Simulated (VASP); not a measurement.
WSe2, 3 atoms in the cell. The cell holds a slab with vacuum, 3 atoms: a = 3.318 Å, b = 3.318 Å, c = 16.658 Å, α = 90.00°, β = 90.00°, γ = 120.00°.  This cell differs from its parent crystal: atoms displaced along a vibrational mode.

| Quantity | Value |
| --- | --- |
| Program | VASP 6.6.1 |
| Task | single point |
| Functional | LDA |
| Potentials or basis | VASP PAW LDA potentials, release 64 (W_sv, Se) |
| Cutoff | 520 eV |
| k mesh | 12 × 12 × 2 |
| Occupations | gaussian, width 0.05 eV |
| Spin | no spin polarisation |
| Dipole correction | no |
| Further INCAR settings | ALGO = Normal; EDIFF = 1e-06; NBANDS = 20 |

Potentials or basis: VASP PAW LDA potentials, release 64 (W_sv, Se).

The run is started by

```bash
$ cat potpaw_LDA.64/W_sv/POTCAR potpaw_LDA.64/Se/POTCAR > POTCAR
$ mpirun -np 1 vasp_std > vasp.out
```

Hardware: 1 thread of Intel(R) Xeon(R) Platinum 8259CL CPU @ 2.50GHz (Skylake/Cascade Lake) (shared host).

Task: How long does it take, and how much memory?

Result: Wall time 11 min on 1 thread of Intel(R) Xeon(R) Platinum 8259CL CPU @ 2.50GHz (Skylake/Cascade Lake) (shared host), peak memory 0.58 GiB. Counts: scf iterations 21, k points 148.
